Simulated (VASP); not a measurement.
Cu, 1 atom in the cell. Symmetry: Pm-3m, No. 221, cubic system. Conventional cell: a = 2.462 Å, b = 2.462 Å, c = 2.462 Å, α = 90.00°, β = 90.00°, γ = 90.00°. Within 3.3 Å of Cu (site symmetry m-3m) lie 6 Cu at 2.46 Å.  This cell differs from its parent crystal: volume scaled by 1.04.

- Program: VASP 6.6.1
- Task: single point
- Functional: revPBE
- Potentials or basis: VASP PAW PBE potentials, release 64 (Cu)
- Cutoff: 520 eV
- k mesh: 14 × 14 × 14
- Occupations: fermi-dirac, width 0.1 eV
- Spin: no spin polarisation
- Dipole correction: no
- Further INCAR settings: ALGO = Normal; EDIFF = 1e-07; NBANDS = 12

Potentials or basis: VASP PAW PBE potentials, release 64 (Cu).

Launch:

```bash
$ cat potpaw_PBE.64/Cu/POTCAR > POTCAR
$ mpirun -np 1 vasp_std > vasp.out
```

Hardware: 1 thread of Intel(R) Xeon(R) Platinum 8488C (Sapphire Rapids) (shared host).

Q: How long does it take, and how much memory?

A: Run time: 11 s on 1 thread of Intel(R) Xeon(R) Platinum 8488C (Sapphire Rapids) (shared host), peak memory 0.12 GiB. Counts: scf iterations 14, k points 120.
